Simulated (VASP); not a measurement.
# GaN (Fm-3m) in VASP: notebook, part 3 of 3

VASP 6.6.1.

## Step 4: Single point, BLYP (volume scaled by 0.96)

File INCAR:

```
SYSTEM = GaN
PREC     = Accurate       ! precision mode
ENCUT    = 520            ! plane-wave cutoff, eV
EDIFF    = 1E-7           ! SCF threshold, eV
ISMEAR   = 0              ! smearing method
SIGMA    = 0.05           ! smearing width, eV
LREAL    = .FALSE.        ! projectors in reciprocal space
LASPH    = .TRUE.         ! aspherical terms in the spheres
NELM     = 100            ! most SCF steps
ALGO     = Normal         ! electronic algorithm
ISIF     = 2              ! what is computed and relaxed
LWAVE    = .FALSE.        ! write WAVECAR
LCHARG   = .FALSE.        ! write CHGCAR
GGA      = B5             ! functional
ALDAX    = 1.0          
AGGAX    = 1.0          
AGGAC    = 1.0          
ALDAC    = 0.0          
NBANDS   = 16             ! bands
```

File KPOINTS:

```
Automatic mesh
0
G
  10 10 10
  0 0 0
```

File POSCAR:

```
GaN
1.0
    0.0000000000      2.1336720248      2.1336720248
    2.1336720248      0.0000000000      2.1336720248
    2.1336720248      2.1336720248      0.0000000000
Ga N
1 1
Direct
    0.5000000000      0.5000000000      0.5000000000
    0.0000000000      0.0000000000      0.0000000000
```

Potentials or basis: VASP PAW PBE potentials, release 64 (Ga_d, N).

The run is started by

```console
cat potpaw_PBE.64/Ga_d/POTCAR potpaw_PBE.64/N/POTCAR > POTCAR
mpirun -np 1 vasp_std > vasp.out
```

OUTCAR:

```text
SYSTEM = GaN
   PREC = Accurate
   ENCUT = 520
   EDIFF = 1E-7
   ISMEAR = 0
   LREAL = .FALSE.
   LASPH = .TRUE.
   NELM = 100
   ISIF = 2
   GGA = B5

 ion  position               nearest neighbor table
   1  0.500  0.500  0.500-   2 2.13   2 2.13   2 2.13   2 2.13   2 2.13   2 2.13
   2  0.000  0.000  0.000-   1 2.13   1 2.13   1 2.13   1 2.13   1 2.13   1 2.13

  LATTYP: Found a face centered cubic cell.
 ALAT       =     4.2673440496

  Lattice vectors:

 A1 = (   0.0000000000,   2.1336720248,   2.1336720248)
 A2 = (   2.1336720248,   0.0000000000,   2.1336720248)
 A3 = (   2.1336720248,   2.1336720248,   0.0000000000)

Analysis of symmetry for initial positions (statically):
=====================================================================
 Subroutine PRICEL returns:
 Original cell was already a primitive cell.

 Routine SETGRP: Setting up the symmetry group for a
 face centered cubic supercell.

 Subroutine GETGRP returns: Found 48 space group operations
 (whereof 48 operations were pure point group operations)
 out of a pool of 48 trial point group operations.

The static configuration has the point symmetry O_h .

Analysis of symmetry for dynamics (positions and initial velocities):
=====================================================================
 Subroutine PRICEL returns:
 Original cell was already a primitive cell.

 Routine SETGRP: Setting up the symmetry group for a
 face centered cubic supercell.

 Subroutine GETGRP returns: Found 48 space group operations
 (whereof 48 operations were pure point group operations)
 out of a pool of 48 trial point group operations.

The dynamic configuration has the point symmetry O_h .

 Subroutine INISYM returns: Found 48 space group operations
 (whereof 48 operations are pure point group operations),
 and found     1 'primitive' translations

----------------------------------------------------------------------------------------

                                     Primitive cell

  volume of cell :      19.4273

  direct lattice vectors                    reciprocal lattice vectors
     0.000000000  2.133672025  2.133672025    -0.234337796  0.234337796  0.234337796
     2.133672025  0.000000000  2.133672025     0.234337796 -0.234337796  0.234337796
     2.133672025  2.133672025  0.000000000     0.234337796  0.234337796 -0.234337796

  length of vectors
     3.017467915  3.017467915  3.017467915     0.405884969  0.405884969  0.405884969

  position of ions in fractional coordinates (direct lattice)
     0.500000000  0.500000000  0.500000000
     0.000000000  0.000000000  0.000000000

  ion indices of the primitive-cell ions
   primitive index   ion index
                 1           1
                 2           2

----------------------------------------------------------------------------------------

 KPOINTS: Automatic mesh

Automatic generation of k-mesh.
 Grid dimensions read from file:
 generate k-points for:   10   10   10

 Generating k-lattice:

  Cartesian coordinates                     Fractional coordinates (reciprocal lattice)
    -0.023433780  0.023433780  0.023433780     0.100000000  0.000000000  0.000000000
     0.023433780 -0.023433780  0.023433780     0.000000000  0.100000000  0.000000000
     0.023433780  0.023433780 -0.023433780     0.000000000  0.000000000  0.100000000

  Length of vectors
     0.040588497  0.040588497  0.040588497

  Shift w.r.t. Gamma in fractional coordinates (k-lattice)
     0.000000000  0.000000000  0.000000000

 Subroutine IBZKPT returns following result:
 ===========================================

 Found     47 irreducible k-points:

 Following reciprocal coordinates:
            Coordinates               Weight
  0.000000  0.000000  0.000000      1.000000
  0.100000  0.000000  0.000000      8.000000
  0.200000  0.000000  0.000000      8.000000
  0.300000  0.000000  0.000000      8.000000
  0.400000  0.000000  0.000000      8.000000
  0.500000  0.000000  0.000000      4.000000
[... 16 lines left out ...]
  0.300000  0.300000  0.000000      6.000000
  0.400000  0.300000  0.000000     24.000000
 [... further k-points ...]
   k-points           NKPTS =     47   k-points in BZ     NKDIM =     47   number of bands    NBANDS=     16
   number of dos      NEDOS =    301   number of ions     NIONS =      2
   total plane-waves  NPLWV =  13824
   dimension x,y,z NGX =    24 NGY =   24 NGZ =   24
   dimension x,y,z NGXF=    48 NGYF=   48 NGZF=   48
   ions per type =               1   1
   NGX,Y,Z   is equivalent  to a cutoff of  13.22, 13.22, 13.22 a.u.
   NGXF,Y,Z  is equivalent  to a cutoff of  26.45, 26.45, 26.45 a.u.
 SYSTEM =  GaN
   PREC   = accura    normal or accurate (medium, high low for compatibility)
   ISTART =      0    job   : 0-new  1-cont  2-samecut
   ICHARG =      2    charge: 1-file 2-atom 10-const
   ISPIN  =      1    spin polarized calculation?
   LNONCOLLINEAR =      F non collinear calculations
   LSORBIT =      F    spin-orbit coupling
   LASPH  =      T    aspherical Exc in radial PAW
   ENCUT  =  520.0 eV  38.22 Ry    6.18 a.u.   5.61  5.61  5.61*2*pi/ulx,y,z
   NELM   =    100;   NELMIN=  2; NELMDL= -5     # of ELM steps
   EDIFF  = 0.1E-06   stopping-criterion for ELM
   LREAL  =      F    real-space projection
   EDIFFG = 0.1E-05   stopping-criterion for IOM
   NSW    =      0    number of steps for IOM
   IBRION =     -1    ionic relax: 0-MD 1-quasi-New 2-CG
   NFREE  =      0    steps in history (QN), initial steepest desc. (CG)
   ISIF   =      2    stress and relaxation
   ISYM   =      2    0-nonsym 1-usesym 2-fastsym
   POTIM  = 0.5000    time-step for ionic-motion
   TEBEG  =    0.0;   TEEND  =   0.0 temperature during run
   PSTRESS=    0.0 pullay stress
   NELECT =      18.0000    total number of electrons
   NUPDOWN=      -1.0000    fix difference up-down
   EMIN   =  10.00;   EMAX   =-10.00  energy-range for DOS
   EFERMI =   0.00;   METHOD = LEGACY
   ISMEAR =     0;   SIGMA  =   0.05  broadening in eV -4-tet -1-fermi 0-gaus
   EFERMI_NEDOS =   21; number of points for ismear=-14 and -15
   IALGO  =     38    algorithm
   IMIX   =      4    mixing-type and parameters
     AMIX     =   0.40;   BMIX     =  1.00
     AMIX_MAG =   1.60;   BMIX_MAG =  1.00
  volume/ion in A,a.u.               =       9.71        65.55
  Fermi-wavevector in a.u.,A,eV,Ry     =   1.595982  3.015969 34.656198  2.547159
  Thomas-Fermi vector in A             =   2.693816
   LORBIT       =      0    0 simple, 1 ext, 2 COOP (PROOUT), +10 PAW based schemes
   GGA     = B5    functional components
   LHFCALC =     F    Hartree Fock is set to
   AEXX    =    0.0000 exact exchange contribution
   IVDW    =     0    specifies the selected vdW correction
   LEPSILON=     F    determine dielectric tensor
   LRPA    =     F    only Hartree local field effects (RPA)
 non-spin polarized calculation
 Gauss-broadening in eV      SIGMA  =   0.05
  energy-cutoff  :      520.00
  volume of cell :       19.43
 maximum number of plane-waves:       544
 NGX is ok and might be reduce to    24
   NGX = 11   NGY = 11   NGZ = 11

 number of electron      18.0000006 magnetization

 Free energy of the ion-electron system (eV)
  ---------------------------------------------------
  ext. energy  EPLUGINS =         0.00000000
  ---------------------------------------------------
  free energy    TOTEN  =        -9.82735082 eV

  energy without entropy =       -9.82735082  energy(sigma->0) =       -9.82735082

 E-fermi :   8.1079     XC(G=0): -12.3076

 val. band max:        7.9288921475   @ k =  -0.2000   0.2000   0.0000
 cond. band min:       8.2770785896   @ k =   0.5000   0.5000   0.0000
 fundamental gap:      0.3481864421
 Fermi energy:         8.1079053604

 k-point     1 :       0.0000    0.0000    0.0000
  band No.  band energies     occupation
      1      -8.9416      2.00000
      2      -6.1852      2.00000
      3      -6.1852      2.00000
      4      -6.1852      2.00000
      5      -6.1009      2.00000
      6      -6.1009      2.00000
[... 8 lines left out ...]
     15      23.2613      0.00000
     16      23.2613      0.00000
[... 419 lines left out ...]
 k-point    24 :       0.4000    0.3000    0.0000
  band No.  band energies     occupation
      1      -7.5806      2.00000
      2      -6.2996      2.00000
      3      -6.0641      2.00000
      4      -6.0165      2.00000
      5      -5.9741      2.00000
      6      -4.7727      2.00000
[... 8 lines left out ...]
     15      32.5872      0.00000
     16      33.9237      0.00000

 [... further k-points ...]

------------------------ aborting loop because EDIFF is reached ----------------------------------------

  FORCE on cell =-STRESS in cart. coord.  units (eV):
  Direction    XX          YY          ZZ          XY          YZ          ZX
  --------------------------------------------------------------------------------------
  -------------------------------------------------------------------------------------
  Total        1.1397325      1.1397325      1.1397325     -0.0000000      0.0000000     -0.0000000
  in kB       93.9940834     93.9940834     93.9940834     -0.0000000      0.0000000     -0.0000000
  external PRESSURE =      93.9940834 kB  Pullay stress =       0.0000000 kB

 VOLUME and BASIS-vectors are now :
 -----------------------------------------------------------------------------
  energy-cutoff  :      520.00
  volume of cell :       19.43
      direct lattice vectors                 reciprocal lattice vectors
     0.000000000  2.133672025  2.133672025    -0.234337796  0.234337796  0.234337796
     2.133672025  0.000000000  2.133672025     0.234337796 -0.234337796  0.234337796
     2.133672025  2.133672025  0.000000000     0.234337796  0.234337796 -0.234337796

 POSITION                                       TOTAL-FORCE (eV/Angst)
 -----------------------------------------------------------------------------------
      2.13367      2.13367      2.13367         0.000000     -0.000000      0.000000
      0.00000      0.00000      0.00000        -0.000000      0.000000     -0.000000
 -----------------------------------------------------------------------------------
    total drift:                                0.000000     -0.000000      0.000000

  FREE ENERGIE OF THE ION-ELECTRON SYSTEM (eV)
  ---------------------------------------------------
  free  energy   TOTEN  =        -9.8273508176 eV

  energy  without entropy=       -9.8273508157  energy(sigma->0) =       -9.82735082
```

It took 32 s on 1 thread of Intel Xeon 8259CL, shared host; peak memory 0.14 GiB.

What came out:

| Item | Value |
| --- | --- |
| Free energy | -9.8274 eV |
| Pressure | 9.4 GPa |
| Band gap on the k mesh | 0.35 eV, indirect (least direct gap 2.46 eV) |

Caveat: the PAW data sets were made with another functional, which shifts forces and pressure a little. A k mesh can miss the band edges.

## Step 5: Single point, BLYP (volume scaled by 1.02)

File INCAR:

```
AGGAC = 1.0 ; AGGAX = 1.0
ALDAC = 0.0 ; ALDAX = 1.0
ALGO = Normal ; EDIFF = 1E-6
ENCUT = 520 ; GGA = B5
ISIF = 2 ; ISMEAR = 0
LASPH = T ; LCHARG = F
LREAL = F ; LWAVE = F
NBANDS = 16 ; NELM = 100
PREC = Accurate ; SIGMA = 0.05
```

File KPOINTS:

```
k-points
0
Gamma
  10 10 10
```

File POSCAR:

```
GaN
1.0
    0.0000000000      2.1772283265      2.1772283265
    2.1772283265      0.0000000000      2.1772283265
    2.1772283265      2.1772283265      0.0000000000
Ga N
1 1
Direct
    0.5000000000      0.5000000000      0.5000000000
    0.0000000000      0.0000000000      0.0000000000
```

The run is started by

```console
cat potpaw_PBE.64/Ga_d/POTCAR potpaw_PBE.64/N/POTCAR > POTCAR
mpirun -np 1 vasp_std > vasp.out
```

Run time: 34 s. Hardware: 1 thread of Intel Xeon 8259CL, shared host; peak memory 0.14 GiB.

Results (log left out):

| Quantity | Value |
| --- | --- |
| Free energy | -9.8517 eV |
| Pressure | -2.2 GPa |
| Band gap on the k mesh | zero (band 9 reaches 7.19 eV, above the bottom of band 10 at 7.18 eV) |

Levels at points of the mesh, in eV from the Fermi level:
```
           k point  band 6  band 7  band 8  band 9  band 10  band 11  band 12  band 13
(0.00, 0.00, 0.00)  -14.10   -0.46   -0.46   -0.46     1.29    14.46    14.46    14.46
(0.50, 0.00, 0.00)  -13.61   -7.72   -0.18   -0.18     4.60     8.08     8.64     8.64
(0.50, 0.50, 0.00)  -11.20   -6.29   -2.69   -2.69    -0.05     8.25    11.12    13.33
```

Caveat: the PAW data sets were made with another functional, which shifts forces and pressure a little.

## Step 6: Summary

```tsv
cell	gap on the mesh (eV)	pressure (GPa)
a = 3.059 Å, angles 60.0°, 2 atoms	0.10	1.0
a = 3.038 Å, angles 60.0°, 2 atoms	0.22	5.0
a = 3.017 Å, angles 60.0°, 2 atoms	0.35	9.4
a = 3.079 Å, angles 60.0°, 2 atoms	none	-2.2
```

Alike in all rows: task single point; level BLYP; potentials or basis VASP PAW PBE potentials, release 64 (Ga_d, N); no spin polarisation; k mesh 10 × 10 × 10; cutoff (eV) 520; smearing gaussian 0.05 eV.

Caveats: the PAW data sets were made with another functional, which shifts forces and pressure a little.

Total energies depend on the potentials used, so only differences within one code and one set of settings carry meaning.
